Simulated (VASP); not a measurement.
# MgO (rock salt type) in VASP: settings compared, part 2 of 2

VASP 6.6.1.

## (4) Single point, HSE06

This run uses another cell than the first one, of 9.69 Å³/atom.

Contents of POSCAR:

```
MgO
1.0
    0.0000000000      2.1320598525      2.1320598525
    2.1320598525      0.0000000000      2.1320598525
    2.1320598525      2.1320598525      0.0000000000
Mg O
1 1
Direct
    0.0000000000      0.0000000000      0.0000000000
    0.5000000000      0.5000000000      0.5000000000
```

Contents of INCAR.step1:

```
SYSTEM = MgO
PREC     = Accurate       ! precision mode
ENCUT    = 520            ! plane-wave cutoff, eV
EDIFF    = 1E-5           ! SCF threshold, eV
ISMEAR   = -1             ! smearing method
SIGMA    = 0.05           ! smearing width, eV
LREAL    = .FALSE.        ! projectors in reciprocal space
LASPH    = .TRUE.         ! aspherical terms in the spheres
NELM     = 120            ! most SCF steps
ALGO     = Normal         ! electronic algorithm
ISIF     = 2              ! what is computed and relaxed
LWAVE    = .TRUE.         ! write WAVECAR
NBANDS   = 11             ! bands
GGA      = PE             ! functional
GGA_COMPAT= .FALSE.
```

Contents of INCAR.step2:

```
SYSTEM = MgO
PREC     = Accurate       ! precision mode
ENCUT    = 520            ! plane-wave cutoff, eV
EDIFF    = 1E-6           ! SCF threshold, eV
ISMEAR   = -1             ! smearing method
SIGMA    = 0.05           ! smearing width, eV
LREAL    = .FALSE.        ! projectors in reciprocal space
LASPH    = .TRUE.         ! aspherical terms in the spheres
NELM     = 120            ! most SCF steps
ALGO     = Normal         ! electronic algorithm
ISIF     = 2              ! what is computed and relaxed
LWAVE    = .FALSE.        ! write WAVECAR
LCHARG   = .TRUE.         ! write CHGCAR
GGA      = PE             ! functional
LHFCALC  = .TRUE.         ! exact exchange
HFSCREEN = 0.2079         ! screening, 1/A
PRECFOCK = Normal       
LELF     = .TRUE.         ! ELF
LVHAR    = .TRUE.       
NBANDS   = 11             ! bands
ISTART   = 1            
GGA_COMPAT= .FALSE.
```

Contents of KPOINTS:

```
regular mesh
0
G
  4 4 4
  0 0 0
```

Potentials or basis: VASP PAW PBE potentials, release 64 (Mg, O).

Started as:

```bash
$ cat potpaw_PBE.64/Mg/POTCAR potpaw_PBE.64/O/POTCAR > POTCAR
$ cp INCAR.step1 INCAR
$ mpirun -np 1 vasp_std > vasp.out
$ cp INCAR.step2 INCAR
$ mpirun -np 1 vasp_std > vasp.out
```

OUTCAR:

```text
SYSTEM = MgO
   PREC = Accurate
   ENCUT = 520
   EDIFF = 1E-6
   ISMEAR = -1
   LREAL = .FALSE.
   LASPH = .TRUE.
   NELM = 120
   ISIF = 2
   GGA = PE
   LHFCALC = .TRUE.
   HFSCREEN = 0.2079
   PRECFOCK = Normal
   ISTART = 1

 ion  position               nearest neighbor table
   1  0.000  0.000  0.000-   2 2.13   2 2.13   2 2.13   2 2.13   2 2.13   2 2.13
   2  0.500  0.500  0.500-   1 2.13   1 2.13   1 2.13   1 2.13   1 2.13   1 2.13

  LATTYP: Found a face centered cubic cell.
[... 292 lines left out ...]
------------------------ aborting loop because EDIFF is reached ----------------------------------------

  FORCE on cell =-STRESS in cart. coord.  units (eV):
  Direction    XX          YY          ZZ          XY          YZ          ZX
  --------------------------------------------------------------------------------------
  -------------------------------------------------------------------------------------
  Total       -0.8650945     -0.8650945     -0.8650945      0.0000000      0.0000000      0.0000000
  in kB      -71.5065692    -71.5065692    -71.5065692      0.0000000      0.0000000      0.0000000
  external PRESSURE =     -71.5065692 kB  Pullay stress =       0.0000000 kB

 VOLUME and BASIS-vectors are now :
 -----------------------------------------------------------------------------
  energy-cutoff  :      520.00
  volume of cell :       19.38
      direct lattice vectors                 reciprocal lattice vectors
     0.000000000  2.132059852  2.132059852    -0.234514992  0.234514992  0.234514992
     2.132059852  0.000000000  2.132059852     0.234514992 -0.234514992  0.234514992
     2.132059852  2.132059852  0.000000000     0.234514992  0.234514992 -0.234514992

 POSITION                                       TOTAL-FORCE (eV/Angst)
 -----------------------------------------------------------------------------------
      0.00000      0.00000      0.00000         0.000000     -0.000000      0.000000
      2.13206      2.13206      2.13206        -0.000000      0.000000     -0.000000
 -----------------------------------------------------------------------------------
    total drift:                               -0.000505     -0.000764     -0.000796

  FREE ENERGIE OF THE ION-ELECTRON SYSTEM (eV)
  ---------------------------------------------------
  free  energy   TOTEN  =       -14.1823325332 eV

  energy  without entropy=      -14.1823325332  energy(sigma->0) =      -14.18233253
```

OSZICAR.step1:

```text
N       E                     dE             d eps       ncg     rms          rms(c)
DAV:   1     0.137924158739E+02    0.13792E+02   -0.45543E+03   200   0.648E+02
DAV:   2    -0.128309707634E+02   -0.26623E+02   -0.26014E+02   203   0.137E+02
DAV:   3    -0.134619351744E+02   -0.63096E+00   -0.63072E+00   200   0.177E+01
DAV:   4    -0.134638608888E+02   -0.19257E-02   -0.19257E-02   194   0.108E+00
DAV:   5    -0.134638675717E+02   -0.66829E-05   -0.66829E-05   209   0.612E-02    0.720E+00
DAV:   6    -0.119171865941E+02    0.15467E+01   -0.90146E+00   185   0.164E+01    0.227E+00
DAV:   7    -0.119041061504E+02    0.13080E-01   -0.61178E-02   185   0.216E+00    0.136E+00
DAV:   8    -0.118987658155E+02    0.53403E-02   -0.32360E-02   185   0.199E+00    0.273E-01
DAV:   9    -0.118981909330E+02    0.57488E-03   -0.98680E-04   188   0.212E-01    0.143E-01
DAV:  10    -0.118981615201E+02    0.29413E-04   -0.71631E-04   185   0.192E-01    0.122E-02
DAV:  11    -0.118981646259E+02   -0.31057E-05   -0.35515E-06   109   0.164E-02
   1 F= -.11898165E+02 E0= -.11898165E+02  d E =-.375453E-10
```

Run time: 2.4 min. Hardware: 1 thread of Intel Xeon 8259CL, shared host; peak memory 0.21 GiB.

Results:

```
Free energy            : -14.1823 eV
Pressure               : -7.2 GPa
Band gap on the k mesh : 6.07 eV
```

Caveat: the k points lie up to 0.64 Å⁻¹ apart; the PAW data sets were made with another functional, which shifts forces and pressure a little.

## (5) Overview

```tsv
level	cell	k mesh	cutoff (eV)	smearing	grid for exact exchange (PRECFOCK)	share of exact exchange	screening parameter	gap on the mesh (eV)	pressure (GPa)
PBE	a = 3.005 Å, angles 60.0°, 2 atoms, atomic positions A	8 × 8 × 8	600	fermi-dirac 0.1 eV	-	-	-	4.47	-0.6
PBE	a = 3.005 Å, angles 60.0°, 2 atoms, atomic positions B	8 × 8 × 8	600	fermi-dirac 0.1 eV	-	-	-	4.47	-0.6
HSE06	a = 3.015 Å, angles 60.0°, 2 atoms, atomic positions A	4 × 4 × 4	520	fermi-dirac 0.05 eV	Normal	0.25	0.2079 1/Å	6.07	-7.2
```

Alike in all rows: task single point; potentials or basis VASP PAW PBE potentials, release 64 (Mg, O); no spin polarisation.

Caveats: some runs use coarse meshes; the PAW data sets were made with another functional, which shifts forces and pressure a little (at least some runs).

Absolute energies hang on the potentials; compare differences alone.
